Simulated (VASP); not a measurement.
Si:

```
CELL_PARAMETERS angstrom
0.00000 2.71356 2.71356
2.71356 0.00000 2.71356
2.71356 2.71356 0.00000
ATOMIC_POSITIONS crystal
Si 0.75000 0.75000 0.75000
Si 0.50000 0.50000 0.50000
```

* Program: VASP 6.6.1
* Task: relaxation of cell and atoms
* Functional: PBE
* Potentials or basis: VASP PAW PBE potentials, release 64 (Si)
* Cutoff: 600 eV
* k mesh: 8 × 8 × 8
* Occupations: fermi-dirac, width 0.02 eV
* Spin: no spin polarisation

At the start: pressure 2.1 GPa; volume 19.98 Å³/atom.

Problem. Where does the relaxation end?

Solution. Over 3 steps the energy falls by 3.0 meV/atom and the volume is 20.44 Å³/atom (+2.3 %); space group Fd-3m (No. 227, to 0.1 Å) before and after.

Step by step:
```tsv
step	energy change (eV)	largest force (eV/Å)	pressure (GPa)	volume (Å³)
1	0.0000	0.0000	2.15	39.96
2	-0.0033	0.0000	-1.34	41.53
3	-0.0061	0.0000	0.00	40.89
```

Final structure:
```
Si
1.0
     0.00000    2.73437    2.73437
     2.73437    0.00000    2.73437
     2.73437    2.73437    0.00000
Si
2
Direct
  0.75000 0.75000 0.75000
  0.50000 0.50000 0.50000
```
